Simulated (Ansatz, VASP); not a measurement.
One calculation of AgBr, two programs

```
Ag Br
1.0
     0.00000    2.86351    2.86351
     2.86351    0.00000    2.86351
     2.86351    2.86351    0.00000
Ag Br
1 1
Direct
  0.00000 0.00000 0.00000
  0.50000 0.50000 0.50000
```

Alike in both runs: task single point; functional r2SCAN; k mesh 6 × 6 × 6; no spin polarisation.

```csv
,VASP,Ansatz
version,VASP 6.6.1,Ansatz 0.2.0
potentials or method,"VASP PAW PBE potentials, release 64 (Ag, Br)","plane waves, PAW"
plane-wave cutoff (eV),550,500
occupations,"gaussian, width 0.01 eV",fixed
valence electrons in the cell,18,26
```

```tsv
	VASP	Ansatz	Ansatz less VASP
gap on the k mesh at the Fermi level (eV)	1.25	1.29	+0.048
pressure (GPa)	1.4	1.5	+0.04
```

VASP's potentials were made for PBE, not for r2SCAN. VASP's potentials hold 18 valence electrons a cell and Ansatz's 26, so a difference there can come from the potentials and not from the codes.
